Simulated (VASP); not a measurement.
AgCl:

```
Ag Cl
1.0
     4.14228    0.00000    0.18312
     0.00000    4.14711    0.00000
    -0.28874    0.00000    5.23653
Ag Cl
2 2
Direct
  0.25005 0.25000 0.25000
  0.74995 0.75000 0.75000
  0.75004 0.75000 0.25000
  0.24996 0.25000 0.75000
```

This cell differs from its parent crystal: epitaxial xy strain +5.8%.

Base run:

* Program: VASP 6.6.1
* Functional: r2SCAN
* Potentials or basis: VASP PAW PBE potentials, release 64 (Ag, Cl)
* Cutoff: 520 eV
* k mesh: 6 × 6 × 6
* Occupations: gaussian, width 0.01 eV
* Spin: no spin polarisation

Its results: band gap on the k mesh 1.21 eV; pressure -1.5 GPa.

The run is repeated on the same cell with these changes: functional from r2SCAN to PBE; occupations from gaussian, width 0.01 eV to fermi-dirac, width 0.02 eV. What comes out?

Band gap on the k mesh 0.73 eV; pressure 0.0 GPa.

Caveats: the PAW data sets were made with another functional, which shifts forces and pressure a little (at least some runs); semilocal functionals underestimate gaps, and a narrow one can read as zero (at least some runs).

A k mesh can miss the band edges.
